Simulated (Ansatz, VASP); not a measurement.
# One calculation of BaTiO3, two programs

The input INCAR:

```
SYSTEM = BaTiO3
ALGO = Normal
EDIFF = 1E-6
ENCUT = 1340
GGA = PE
GGA_COMPAT = .False.
ISIF = 2
ISMEAR = 0
LASPH = .True.
LCHARG = .False.
LDAU = .True.
LDAUJ = 0 0 0
LDAUL = -1 2 -1
LDAUPRINT = 1
LDAUTYPE = 2
LDAUU = 0 4 0
LMAXMIX = 4
LREAL = .False.
LWAVE = .False.
NBANDS = 28
NELM = 200
PREC = Accurate
SIGMA = 0.05
```

The input KPOINTS:

```
k-points
0
Gamma
  6 6 6
  0 0 0
```

The input POSCAR:

```
BaTiO3
1.0
    2.8603720851      1.6514365933      2.3108627746
   -2.8603720851      1.6514365933      2.3108627746
    0.0000000000     -3.3028731867      2.3108627746
Ba Ti O
1 1 3
Direct
    0.0026800181      0.0026800181      0.0026800181
    0.5127992509      0.5127992509      0.5127992509
    0.4903227049      0.4903227049      0.9825753212
    0.4903227049      0.9825753212      0.4903227049
    0.9825753212      0.4903227049      0.4903227049
```

Input for Ansatz:

```yaml
crystal:
  lattice:
    - [2.8603720851, 1.6514365933, 2.3108627746]
    - [-2.8603720851, 1.6514365933, 2.3108627746]
    - [0.0, -3.3028731867, 2.3108627746]
  atoms:
    - { symbol: Ba, position: [0.0026800181, 0.0026800181, 0.0026800181] }
    - { symbol: Ti, position: [0.5127992509, 0.5127992509, 0.5127992509] }
    - { symbol: O, position: [0.4903227049, 0.4903227049, 0.9825753212] }
    - { symbol: O, position: [0.4903227049, 0.9825753212, 0.4903227049] }
    - { symbol: O, position: [0.9825753212, 0.4903227049, 0.4903227049] }
basis:
  ecutwfc: 420
kpoints:
  mp_grid: { grid: [6, 6, 6] }
hamiltonian:
  xc: pbe
  hubbard: { sites: [{ species: Ti, l: d, u_eff: 4.0 }] }
scf:
  occupations: { method: gaussian, width: 0.05 }
output:
  forces: true
  stress: true
  eigenvalues: true
```

Change from the starting cell: strain +0.000 along x and y, -0.015 along z, atoms carried along.

Alike in both runs: task single point; functional PBE; k mesh 6 × 6 × 6; occupations gaussian, width 0.05 eV; no spin polarisation; Hubbard terms Ti d U = 4.0 eV.

|  | VASP | Ansatz |
| --- | --- | --- |
| version | VASP 6.6.1 | Ansatz 0.2.0 |
| potentials or method | VASP PAW PBE potentials, release 64 (Ba_sv, Ti_sv, O_h), cutoff 1340 eV | scalar-relativistic, plane waves, PAW |
| valence electrons in the cell | 40 | 40 |

Ansatz gave:

* gap on the k mesh at the Fermi level (eV): 2.68
* least direct gap on the mesh (eV): 3.07
* pressure (GPa): 2.4
* traceless stress, the component that is largest in VASP (GPa): 2.18
* rms of the force components (eV/Å): 0.061

Task: Which values does VASP return?

Result: gap on the k mesh at the Fermi level (eV): 2.66; least direct gap on the mesh (eV): 3.09; pressure (GPa): 5.8; traceless stress, the component that is largest in VASP (GPa): 1.97; rms of the force components (eV/Å): 0.278.

The programs project onto different local orbitals, so the same U acts differently, and such runs can settle in different states. Atom by atom the forces differ by 0.218 eV/Å (rms over components).

Spin-orbit coupling is off throughout.
